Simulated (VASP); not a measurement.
Runs of VASP 6.6.1 on Ba. The structure is that of space group P6/mmm (No. 191), or close to it. The cells are those of the table. 

```csv
task,cell,k mesh,cutoff (eV),gap on the mesh (eV),pressure (GPa),relaxed volume (Å³/atom)
relaxation of cell and atoms,"relaxed from a = 4.122, b = 4.122, c = 3.758 Å, angles 90.0, 90.0, 120.0°, 1 atom",6 × 6 × 4,600,none,0.0,(a)
single point,"a = 4.279, b = 4.279, c = 3.982 Å, angles 90.0, 90.0, 120.0°, 1 atom",6 × 6 × 4,520,none,0.1,-
relaxation of cell and atoms,"relaxed from a = 4.279, b = 4.279, c = 3.982 Å, angles 90.0, 90.0, 120.0°, 1 atom",18 × 18 × 14,600,none,0.0,62.97
single point,"a = 4.271, b = 4.271, c = 3.946 Å, angles 90.0, 90.0, 120.0°, 1 atom",18 × 18 × 14,520,none,0.1,-
```

Alike in all rows: level PBE; potentials or basis VASP PAW PBE potentials, release 64 (Ba_sv); no spin polarisation; smearing gaussian 0.1 eV.

Question: Fill in the values left out.

Answer: (a) 64.09.

Caveats: some runs use coarse meshes; spin-orbit coupling is left out, which moves the levels of the heavy elements; the volume moved by over 15 % at a fixed basis, so the end points are rough (some runs).

A k mesh can miss the band edges, and the runs leave out spin-orbit coupling on Ba.

A gap of «none» marks levels without a gap at the run's occupations.
